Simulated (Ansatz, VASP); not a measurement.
## P: VASP beside Ansatz

Contents of POSCAR:

```
P
1.0
    3.3822395516      0.0000000000      0.0000000000
    0.0000000000     35.9027419197      0.0000000000
    0.0000000000      0.0000000000      4.7710472513
P
4
Direct
    0.0000000000      0.9702614300      0.5921507200
    0.0000000000      0.0297385700      0.4078492800
    0.5000000000      0.0297385700      0.0921507200
    0.5000000000      0.9702614300      0.9078492800
```

Contents of INCAR.step1:

```
PREC = Accurate ; ENCUT = 520
ISMEAR = 0 ; SIGMA = 0.05
LREAL = F ; LASPH = T
NELM = 80 ; NBANDS = 18
GGA = PE ; ALGO = Normal
EDIFF = 1E-4 ; LWAVE = T
LCHARG = F
```

The input INCAR.step2:

```
PREC = Accurate ; ENCUT = 520
EDIFF = 1E-6 ; ISMEAR = 0
SIGMA = 0.05 ; LREAL = F
LASPH = T ; NELM = 80
ALGO = Normal ; ISIF = 2
LWAVE = F ; LCHARG = T
METAGGA = R2SCAN ; LMIXTAU = T
LELF = T ; LVHAR = T
NBANDS = 18 ; ISTART = 1
```

KPOINTS

```
Automatic mesh
0
Gamma
  8 1 6
```

Input for Ansatz:

```yaml
crystal:
  lattice:
    - [3.3822395516, 0.0, 0.0]
    - [0.0, 35.9027419197, 0.0]
    - [0.0, 0.0, 4.7710472513]
  atoms:
    - { symbol: P, position: [0.0, 0.97026143, 0.59215072] }
    - { symbol: P, position: [0.0, 0.02973857, 0.40784928] }
    - { symbol: P, position: [0.5, 0.02973857, 0.09215072] }
    - { symbol: P, position: [0.5, 0.97026143, 0.90784928] }
basis:
  ecutwfc: 500
kpoints:
  mp_grid: { grid: [8, 1, 6] }
hamiltonian:
  xc: r2scan
scf:
  occupations: { method: gaussian, width: 0.05 }
output:
  forces: true
  stress: true
  eigenvalues: true
```

Change from the starting cell: strain +0.030 along x and y, +0.030 along z, atoms carried along.

Alike in both runs: task single point; functional r2SCAN; k mesh 8 × 1 × 6; occupations gaussian, width 0.05 eV; no spin polarisation.

```csv
,VASP,Ansatz
version,VASP 6.6.1,Ansatz 0.2.0
potentials or method,"VASP PAW PBE potentials, release 64 (P), cutoff 520 eV","scalar-relativistic, plane waves, PAW"
valence electrons in the cell,20,20
```

VASP gave:

```
gap on the k mesh at the Fermi level (eV) : 1.19
least direct gap on the mesh (eV)         : 1.19
rms of the force components (eV/Å)        : 0.378
```

What did Ansatz give for the same quantities?

gap on the k mesh at the Fermi level (eV): 1.16; least direct gap on the mesh (eV): 1.16; rms of the force components (eV/Å): 0.335.

VASP's potentials were made for PBE, not for r2SCAN. Atom by atom the forces differ by 0.045 eV/Å (rms over components). The functional is the same, so the differences come from potentials, cutoffs and numerics.
